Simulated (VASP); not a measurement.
Here is a VASP 6.6.1 calculation.

INCAR

```
PREC     = Accurate       # precision mode
ENCUT    = 520            # plane-wave cutoff, eV
EDIFF    = 1E-7           # SCF threshold, eV
ISMEAR   = -1             # smearing method
SIGMA    = 0.05           # smearing width, eV
LREAL    = F              # projectors in reciprocal space
LASPH    = T              # aspherical terms in the spheres
NELM     = 100            # most SCF steps
ALGO     = Normal         # electronic algorithm
ISIF     = 2              # what is computed and relaxed
LWAVE    = F              # write WAVECAR
LCHARG   = F              # write CHGCAR
GGA      = PS             # functional
NBANDS   = 19             # bands
```

The input KPOINTS:

```
Automatic mesh
0
Gamma
  7 7 7
```

Contents of POSCAR:

```
SrCl2
1.0
    0.0000000000      3.4553209600      3.4553209600
    3.4553209600      0.0000000000      3.4553209600
    3.4553209600      3.4553209600      0.0000000000
Sr Cl
1 2
Direct
    0.0000000000      0.0000000000      0.0000000000
    0.7500000000      0.7500000000      0.7500000000
    0.2500000000      0.2500000000      0.2500000000
```

Potentials or basis: VASP PAW PBE potentials, release 64 (Sr_sv, Cl).

Command:

```console
$ cat potpaw_PBE.64/Sr_sv/POTCAR potpaw_PBE.64/Cl/POTCAR > POTCAR
$ mpirun -np 1 vasp_std > vasp.out
```

(1) What does it give for the pressure?

(2) Predict the band gap on the k mesh.

Answers

(1) 0.1 GPa.

(2) 5.28 eV, indirect (least direct gap 5.56 eV).

Caveat: the PAW data sets were made with another functional, which shifts forces and pressure a little.
